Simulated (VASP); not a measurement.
Write the native input for VASP 6.6.1 that does the following.

- Task: single point
- Functional: r2SCAN
- Potentials or basis: VASP PAW PBE potentials, release 64 (Hf_pv)
- Cutoff: 520 eV
- k mesh: 18 × 18 × 10
- Occupations: fermi-dirac, width 0.1 eV
- Spin: no spin polarisation
- Dipole correction: no
- Further INCAR settings: ALGO = Normal; EDIFF = 1e-07; NBANDS = 17

Crystal: Hf.

```xyz
2
Lattice="3.1794 0.0000 0.0000 -1.5897 2.7535 0.0000 0.0000 0.0000 5.0195" Properties=species:S:1:pos:R:3 pbc="T T T"
Hf    0.0000    1.8356    1.2549
Hf    1.5897    0.9178    3.7646
```

The input as run:

POSCAR

```
Hf
1.0
    3.1794306994      0.0000000000      0.0000000000
   -1.5897153497      2.7534677553      0.0000000000
    0.0000000000      0.0000000000      5.0195013903
Hf
2
Direct
    0.3333333333      0.6666666667      0.2500000000
    0.6666666667      0.3333333333      0.7500000000
```

INCAR.step1

```
PREC     = Accurate       # precision mode
ENCUT    = 520            # plane-wave cutoff, eV
ISMEAR   = -1             # smearing method
SIGMA    = 0.1            # smearing width, eV
LREAL    = False          # projectors in reciprocal space
LASPH    = True           # aspherical terms in the spheres
NELM     = 100            # most SCF steps
NBANDS   = 17             # bands
GGA      = PE             # functional
ALGO     = Normal         # electronic algorithm
EDIFF    = 1E-4           # SCF threshold, eV
LWAVE    = True           # write WAVECAR
LCHARG   = False          # write CHGCAR
```

INCAR.step2

```
PREC     = Accurate       # precision mode
ENCUT    = 520            # plane-wave cutoff, eV
EDIFF    = 1E-7           # SCF threshold, eV
ISMEAR   = -1             # smearing method
SIGMA    = 0.1            # smearing width, eV
LREAL    = False          # projectors in reciprocal space
LASPH    = True           # aspherical terms in the spheres
NELM     = 100            # most SCF steps
ALGO     = Normal         # electronic algorithm
ISIF     = 2              # what is computed and relaxed
LWAVE    = False          # write WAVECAR
LCHARG   = False          # write CHGCAR
METAGGA  = R2SCAN         # meta-GGA
LMIXTAU  = True         
NBANDS   = 17             # bands
ISTART   = 1
```

KPOINTS

```
Automatic mesh
0
Gamma
  18 18 10
```

Potentials or basis: VASP PAW PBE potentials, release 64 (Hf_pv).

The run is started by

```bash
$ cat potpaw_PBE.64/Hf_pv/POTCAR > POTCAR
$ cp INCAR.step1 INCAR
$ mpirun -np 1 vasp_std > vasp.out
$ cp INCAR.step2 INCAR
$ mpirun -np 1 vasp_std > vasp.out
```

Results of the run:

```json
{"Pressure": "1.4 GPa", "Band gap on the k mesh": "zero (bands 10 and 11 overlap by 1.88 eV)"}
```

Caveat: the PAW data sets were made with another functional, which shifts forces and pressure a little; spin-orbit coupling is left out, which moves the levels of the heavy elements.

Wall time 3.1 min on 1 thread of Intel(R) Xeon(R) 6975P-C (Granite Rapids) (shared host), peak memory 0.27 GiB.
